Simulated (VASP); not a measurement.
# Cs (P6/mmm) in VASP: notebook

The runs below take Cs through single point, with PBEsol.

Program: VASP 6.6.1. These are calculated values, not measurements. Logs are shortened: lines on timing, memory, paths and dates and some standing lists are left out, and cuts for length are marked.

### Step 1. The cell of the first run

The structure is hexagonal, space group P6/mmm (No. 191). The conventional cell has a = 5.367 Å, b = 5.367 Å, c = 5.015 Å, α = 90.00°, β = 90.00°, γ = 120.00°.

This isn't the form of Cs at room conditions, which is bcc.

### Step 2. Single point, PBEsol

Contents of INCAR:

```
SYSTEM = Cs
  ALGO = Fast
  EDIFF = 1E-6
  ENCUT = 520
  GGA = PS
  ISIF = 2
  ISMEAR = 0
  LASPH = .TRUE.
  LCHARG = .FALSE.
  LREAL = .FALSE.
  LWAVE = .FALSE.
  NBANDS = 10
  NELM = 80
  PREC = Accurate
  SIGMA = 0.1
```

Contents of KPOINTS:

```
k-points
0
G
  6 6 4
  0 0 0
```

Contents of POSCAR:

```
Cs
1.0
    5.3673347428      0.0000000000      0.0000000000
   -2.6836673714      4.6482482379      0.0000000000
    0.0000000000      0.0000000000      5.0151034003
Cs
1
Direct
    0.0000000000      0.0000000000      0.0000000000
```

Potentials or basis: VASP PAW PBE potentials, release 64 (Cs_sv).

Started as:

```console
> cat potpaw_PBE.64/Cs_sv/POTCAR > POTCAR
> mpirun -np 1 vasp_std > vasp.out
```

OUTCAR:

```text
SYSTEM = Cs
   EDIFF = 1E-6
   ENCUT = 520
   GGA = PS
   ISIF = 2
   ISMEAR = 0
   LASPH = .TRUE.
   LREAL = .FALSE.
   NELM = 80
   PREC = Accurate

 ion  position               nearest neighbor table
   1  0.000  0.000  0.000-

  LATTYP: Found a hexagonal cell.
 ALAT       =     5.3673347428
 C/A-ratio  =     0.9343750000

  Lattice vectors:

 A1 = (   5.3673347428,   0.0000000000,   0.0000000000)
 A2 = (  -2.6836673714,   4.6482482379,   0.0000000000)
 A3 = (   0.0000000000,   0.0000000000,   5.0151034003)

Analysis of symmetry for initial positions (statically):
=====================================================================
 Subroutine PRICEL returns:
 Original cell was already a primitive cell.

 Routine SETGRP: Setting up the symmetry group for a
 hexagonal supercell.

 Subroutine GETGRP returns: Found 24 space group operations
 (whereof 24 operations were pure point group operations)
 out of a pool of 24 trial point group operations.

The static configuration has the point symmetry D_6h.

Analysis of symmetry for dynamics (positions and initial velocities):
=====================================================================
 Subroutine PRICEL returns:
 Original cell was already a primitive cell.

 Routine SETGRP: Setting up the symmetry group for a
 hexagonal supercell.

 Subroutine GETGRP returns: Found 24 space group operations
 (whereof 24 operations were pure point group operations)
 out of a pool of 24 trial point group operations.

The dynamic configuration has the point symmetry D_6h.

 Subroutine INISYM returns: Found 24 space group operations
 (whereof 24 operations are pure point group operations),
 and found     1 'primitive' translations

----------------------------------------------------------------------------------------

                                     Primitive cell

  volume of cell :     125.1203

  direct lattice vectors                    reciprocal lattice vectors
     5.367334743  0.000000000  0.000000000     0.186312210  0.107567405  0.000000000
    -2.683667371  4.648248238  0.000000000     0.000000000  0.215134810  0.000000000
     0.000000000  0.000000000  5.015103400     0.000000000  0.000000000  0.199397683

  length of vectors
     5.367334743  5.367334743  5.015103400     0.215134810  0.215134810  0.199397683

[... 77 lines left out ...]
   NSW    =      0    number of steps for IOM
   IBRION =     -1    ionic relax: 0-MD 1-quasi-New 2-CG
   NFREE  =      0    steps in history (QN), initial steepest desc. (CG)
   ISIF   =      2    stress and relaxation
   ISYM   =      2    0-nonsym 1-usesym 2-fastsym
   POTIM  = 0.5000    time-step for ionic-motion
   TEBEG  =    0.0;   TEEND  =   0.0 temperature during run
   PSTRESS=    0.0 pullay stress
   NELECT =       9.0000    total number of electrons
   NUPDOWN=      -1.0000    fix difference up-down
   EMIN   =  10.00;   EMAX   =-10.00  energy-range for DOS
   EFERMI =   0.00;   METHOD = LEGACY
   ISMEAR =     0;   SIGMA  =   0.10  broadening in eV -4-tet -1-fermi 0-gaus
   EFERMI_NEDOS =   21; number of points for ismear=-14 and -15
   IALGO  =     68    algorithm
   IMIX   =      4    mixing-type and parameters
     AMIX     =   0.40;   BMIX     =  1.00
     AMIX_MAG =   1.60;   BMIX_MAG =  1.00
  volume/ion in A,a.u.               =     125.12       844.35
  Fermi-wavevector in a.u.,A,eV,Ry     =   0.680842  1.286605  6.306925  0.463546
  Thomas-Fermi vector in A             =   1.759451
   LORBIT       =      0    0 simple, 1 ext, 2 COOP (PROOUT), +10 PAW based schemes
   GGA     = PS    functional components
   LHFCALC =     F    Hartree Fock is set to
   AEXX    =    0.0000 exact exchange contribution
   IVDW    =     0    specifies the selected vdW correction
   LEPSILON=     F    determine dielectric tensor
   LRPA    =     F    only Hartree local field effects (RPA)
 non-spin polarized calculation
 RMM-DIIS sequential band-by-band and
 Gauss-broadening in eV      SIGMA  =   0.10
  energy-cutoff  :      520.00
  volume of cell :      125.12
 maximum number of plane-waves:      3388
 NGX is ok and might be reduce to    40
   NGX = 19   NGY = 19   NGZ = 19

 number of electron       9.0000000 magnetization

 Free energy of the ion-electron system (eV)
  ---------------------------------------------------
  ext. energy  EPLUGINS =         0.00000000
  ---------------------------------------------------
  free energy    TOTEN  =        -0.88980505 eV

  energy without entropy =       -0.88497276  energy(sigma->0) =       -0.88738890

 E-fermi :   0.1987     XC(G=0):  -5.2564

 val. band max:        0.1571136722   @ k =   0.5000   0.0000   0.0000
 cond. band min:       0.2601298567   @ k =   0.1667   0.0000   0.5000
 fundamental gap:      0.1030161845
 Fermi energy:         0.1987334554

 k-point     1 :       0.0000    0.0000    0.0000
  band No.  band energies     occupation
      1     -23.7790      2.00000
      2     -10.5010      2.00000
      3     -10.5010      2.00000
      4     -10.4909      2.00000
      5      -1.4062      2.00000
      6       1.6153      0.00000
      7       2.5791      0.00000
      8       2.5791      0.00000
      9       4.5338      0.00000
     10       4.5443      0.00000
[... 248 lines left out ...]
 k-point    21 :       0.3333    0.3333    0.5000
  band No.  band energies     occupation
      1     -23.7670      2.00000
      2     -10.6290      2.00000
      3     -10.5686      2.00000
      4     -10.5686      2.00000
      5       1.2039      0.00000
      6       1.2039      0.00000
      7       2.0304      0.00000
      8       2.0304      0.00000
      9       3.2565      0.00000
     10       3.7398      0.00000

------------------------ aborting loop because EDIFF is reached ----------------------------------------

  FORCE on cell =-STRESS in cart. coord.  units (eV):
  Direction    XX          YY          ZZ          XY          YZ          ZX
  --------------------------------------------------------------------------------------
  -------------------------------------------------------------------------------------
  Total       -0.0920551     -0.0920551     -0.2177934      0.0000000      0.0000000      0.0000000
  in kB       -1.1787735     -1.1787735     -2.7888647      0.0000000      0.0000000      0.0000000
  external PRESSURE =      -1.7154706 kB  Pullay stress =       0.0000000 kB

 VOLUME and BASIS-vectors are now :
 -----------------------------------------------------------------------------
  energy-cutoff  :      520.00
  volume of cell :      125.12
      direct lattice vectors                 reciprocal lattice vectors
     5.367334743  0.000000000  0.000000000     0.186312210  0.107567405  0.000000000
    -2.683667371  4.648248238  0.000000000     0.000000000  0.215134810  0.000000000
     0.000000000  0.000000000  5.015103400     0.000000000  0.000000000  0.199397683

 POSITION                                       TOTAL-FORCE (eV/Angst)
 -----------------------------------------------------------------------------------
      0.00000      0.00000      0.00000         0.000000      0.000000      0.000000
 -----------------------------------------------------------------------------------
    total drift:                               -0.000000     -0.000000     -0.000000

  FREE ENERGIE OF THE ION-ELECTRON SYSTEM (eV)
  ---------------------------------------------------
  free  energy   TOTEN  =        -0.8898050474 eV

  energy  without entropy=       -0.8849727568  energy(sigma->0) =       -0.88738890
```

Wall time 13 s (1 thread of Intel Xeon Platinum 8559C (Emerald Rapids), shared host); peak memory 0.23 GiB.

Results:

```yaml
Free_energy: -0.8898 eV
Pressure: -0.2 GPa
Band_gap_on_the_k_mesh: zero (an odd number of electrons rules out a gap without spin polarisation)
```

Stress tensor (GPa, compression positive):
```
-0.12  0.00  0.00
 0.00 -0.12  0.00
 0.00  0.00 -0.28
```

Levels at points of the mesh, in eV from the Fermi level:
```csv
k point,band 3,band 4,band 5,band 6,band 7,band 8
"(0.00, 0.00, 0.00)",-10.70,-10.69,-1.60,1.42,2.38,2.38
"(0.50, 0.00, 0.00)",-10.73,-10.68,-0.04,0.64,1.49,2.98
"(0.00, 0.00, 0.50)",-10.69,-10.69,-0.24,0.41,2.76,2.76
"(0.50, 0.00, 0.50)",-10.80,-10.71,0.50,1.08,2.21,2.22
```

Caveat: the PAW data sets were made with another functional, which shifts forces and pressure a little; spin-orbit coupling is left out, which moves the levels of the heavy elements.

### Step 3. Single point, PBEsol

This run uses another cell than the first one, of 114.10 Å³/atom.

Contents of INCAR:

```
PREC     = Accurate       # precision mode
ENCUT    = 520            # plane-wave cutoff, eV
EDIFF    = 1E-7           # SCF threshold, eV
ISMEAR   = 0              # smearing method
SIGMA    = 0.1            # smearing width, eV
LREAL    = False          # projectors in reciprocal space
LASPH    = True           # aspherical terms in the spheres
NELM     = 60             # most SCF steps
ALGO     = Fast           # electronic algorithm
ISIF     = 2              # what is computed and relaxed
LWAVE    = False          # write WAVECAR
LCHARG   = False          # write CHGCAR
GGA      = PS             # functional
NBANDS   = 10             # bands
```

Contents of KPOINTS:

```
regular mesh
0
Gamma
  12 12 12
```

Contents of POSCAR:

```
Cs
1.0
    5.1925209432      0.0000000000      0.0000000000
   -2.5962604716      4.4968550465      0.0000000000
    0.0000000000      0.0000000000      4.8863793400
Cs
1
Direct
    0.0000000000      0.0000000000      0.0000000000
```

Potentials or basis: VASP PAW PBE potentials, release 64 (Cs_sv).

Started as:

```console
> cat potpaw_PBE.64/Cs_sv/POTCAR > POTCAR
> mpirun -np 1 vasp_std > vasp.out
```

Wall time 72 s (1 thread of Intel Xeon Platinum 8559C (Emerald Rapids), shared host); peak memory 0.32 GiB.

The run converged. Its results:

```yaml
Free_energy: -0.8910 eV
Pressure: 0.0 GPa
Band_gap_on_the_k_mesh: zero (an odd number of electrons rules out a gap without spin polarisation)
```

Levels at points of the mesh, in eV from the Fermi level:
| k point | band 3 | band 4 | band 5 | band 6 | band 7 | band 8 |
| --- | --- | --- | --- | --- | --- | --- |
| (0.00, 0.00, 0.00) | -10.63 | -10.63 | -1.69 | 1.39 | 2.44 | 2.44 |
| (0.50, 0.00, 0.00) | -10.67 | -10.61 | -0.05 | 0.72 | 1.50 | 3.05 |
| (0.00, 0.00, 0.50) | -10.61 | -10.61 | -0.25 | 0.45 | 2.85 | 2.85 |
| (0.50, 0.00, 0.50) | -10.78 | -10.65 | 0.41 | 1.08 | 2.37 | 2.43 |

Caveat: the PAW data sets were made with another functional, which shifts forces and pressure a little; spin-orbit coupling is left out, which moves the levels of the heavy elements.

The gap in the log of VASP goes by the Fermi energy; the results here count the filled bands.